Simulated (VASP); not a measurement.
# Ca: single point with PBE

Ca:

```
CELL_PARAMETERS angstrom
-2.28710 2.28710 2.28710
2.28710 -2.28710 2.28710
2.28710 2.28710 -2.28710
ATOMIC_POSITIONS crystal
Ca 0.00000 0.00000 0.00000
```

This cell differs from its parent crystal: Ba replaced by Ca, lengths x 0.891, strained.

```
Program                : VASP 6.6.1
Task                   : single point
Functional             : PBE
Potentials or basis    : VASP PAW PBE potentials, release 64 (Ca_sv)
Cutoff                 : 500 eV
k mesh                 : 6 × 6 × 6
Occupations            : gaussian, width 0.1 eV
Spin                   : no spin polarisation
Dipole correction      : no
Further INCAR settings : ALGO = Normal; EDIFF = 1e-06; NBANDS = 11
```

| Property | Result |
| --- | --- |
| Pressure | -1.7 GPa |
| Band gap on the k mesh | zero (band 5 reaches 1.70 eV, above the bottom of band 6 at 1.42 eV) |

Levels at points of the mesh, in eV from the Fermi level:
```csv
k point,band 2,band 3,band 4,band 5,band 6,band 7,band 8,band 9
"(0.00, 0.00, 0.00)",-23.32,-23.32,-23.32,-3.85,2.09,2.09,2.09,3.01
"(0.50, 0.00, 0.00)",-23.41,-23.35,-23.32,-0.86,-0.13,1.26,2.90,3.23
"(0.50, 0.50, 0.50)",-23.38,-23.38,-23.38,0.15,0.15,3.44,3.44,3.44
```

Wall time 7.2 s on 1 thread of Intel Xeon 6975P-C (shared host), peak memory 0.16 GiB.

Caveat: the cell differs from its parent crystal (Ba replaced by Ca, lengths x 0.891, strained).
